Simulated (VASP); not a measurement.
Set up this calculation in VASP 6.6.1, as the native input.

```yaml
Task: single point
Functional: PBE
Potentials_or_basis: VASP PAW PBE potentials, release 64 (Zr_sv, O)
Cutoff: 600 eV
k_mesh: 7 × 7 × 7
Occupations: gaussian, width 0.01 eV
Spin: no spin polarisation
Dipole_correction: no
Further_INCAR_settings: ALGO = Normal; EDIFF = 1e-06; NBANDS = 19
```

The structure of ZrO2 (Cubic zirconia) lies in POSCAR:

```
ZrO2
1.0
    0.0000000000      2.5350000000      2.5350000000
    2.5350000000      0.0000000000      2.5350000000
    2.5350000000      2.5350000000      0.0000000000
Zr O
1 2
Direct
    0.0000000000      0.0000000000      0.0000000000
    0.2500000000      0.2500000000      0.2500000000
    0.7500000000      0.7500000000      0.7500000000
```

These files were run (other wordings do the same):

INCAR

```
PREC = Accurate
ENCUT = 600
EDIFF = 1E-6
ISMEAR = 0
SIGMA = 0.01
LREAL = F
LASPH = T
NELM = 120
ALGO = Normal
ISIF = 2
LWAVE = F
LCHARG = F
GGA = PE
NBANDS = 19
GGA_COMPAT = F
```

KPOINTS

```
regular mesh
0
Gamma
  7 7 7
```

Potentials or basis: VASP PAW PBE potentials, release 64 (Zr_sv, O).

Launch:

```bash
$ cat potpaw_PBE.64/Zr_sv/POTCAR potpaw_PBE.64/O/POTCAR > POTCAR
$ mpirun -np 1 vasp_std > vasp.out
```

It gave:

The pressure is 6.9 GPa and the band gap on the k mesh is 3.48 eV, indirect (least direct gap 3.92 eV).

Run time: 21 s on 1 thread of Intel(R) Xeon(R) Platinum 8488C (Sapphire Rapids), with other jobs on the host, peak memory 0.17 GiB.
